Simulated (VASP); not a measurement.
Set up this calculation in VASP 6.6.1, as the native input.

| Property | Result |
| --- | --- |
| Task | single point |
| Functional | r2SCAN |
| Potentials or basis | VASP PAW PBE potentials, release 64 (B, As, In_d) |
| Cutoff | 520 eV |
| k mesh | 6 × 6 × 4 |
| Occupations | fermi-dirac, width 0.02 eV |
| Spin | no spin polarisation |
| Dipole correction | no |
| Further INCAR settings | ALGO = Normal; EDIFF = 1e-06; NBANDS = 21 |

InBAs2:

```
B As In
1.0
     3.83158    0.00000    0.00000
     0.00000    3.83158    0.00000
     0.00000    0.00000    5.87270
B As In
1 2 1
Cartesian
  0.0000 0.0000 0.0000
  0.0000 1.9158 1.1415
  1.9158 0.0000 4.7312
  1.9158 1.9158 2.9364
```

The input as run:

POSCAR

```
InBAs2
1.0
    3.8315750850      0.0000000000      0.0000000000
    0.0000000000      3.8315750850      0.0000000000
    0.0000000000      0.0000000000      5.8727013408
B As In
1 2 1
Direct
    0.0000000000      0.0000000000      0.0000000000
    0.0000000000      0.5000000000      0.1943776312
    0.5000000000      0.0000000000      0.8056223688
    0.5000000000      0.5000000000      0.5000000000
```

INCAR.step1

```
SYSTEM = InBAs2
PREC = Accurate
ENCUT = 520
ISMEAR = -1
SIGMA = 0.02
LREAL = .False.
LASPH = .True.
NELM = 100
NBANDS = 21
GGA = PE
ALGO = Normal
EDIFF = 1E-4
LWAVE = .True.
LCHARG = .False.
```

INCAR.step2

```
SYSTEM = InBAs2
PREC = Accurate
ENCUT = 520
EDIFF = 1E-6
ISMEAR = -1
SIGMA = 0.02
LREAL = .False.
LASPH = .True.
NELM = 100
ALGO = Normal
ISIF = 2
LWAVE = .False.
LCHARG = .True.
METAGGA = R2SCAN
LMIXTAU = .True.
LELF = .True.
LVHAR = .True.
NBANDS = 21
ISTART = 1
```

KPOINTS

```
regular mesh
0
Gamma
  6 6 4
  0 0 0
```

Potentials or basis: VASP PAW PBE potentials, release 64 (B, As, In_d).

Command:

```bash
$ cat potpaw_PBE.64/B/POTCAR potpaw_PBE.64/As/POTCAR potpaw_PBE.64/In_d/POTCAR > POTCAR
$ cp INCAR.step1 INCAR
$ mpirun -np 1 vasp_std > vasp.out
$ cp INCAR.step2 INCAR
$ mpirun -np 1 vasp_std > vasp.out
```

Results of the run:

The pressure is -4.2 GPa, the largest force is 0.096 eV/Å and the band gap on the k mesh is zero (filled and empty bands touch).

Caveat: the cell stands under tension; semilocal functionals underestimate gaps, so a narrow gap can read as zero; the PAW data sets were made with another functional, which shifts forces and pressure a little; spin-orbit coupling is left out, which moves the levels of the heavy elements.

It took 4 min on 1 thread of Intel(R) Xeon(R) Platinum 8259CL CPU @ 2.50GHz (Skylake/Cascade Lake), on a shared host, peak memory 0.23 GiB.
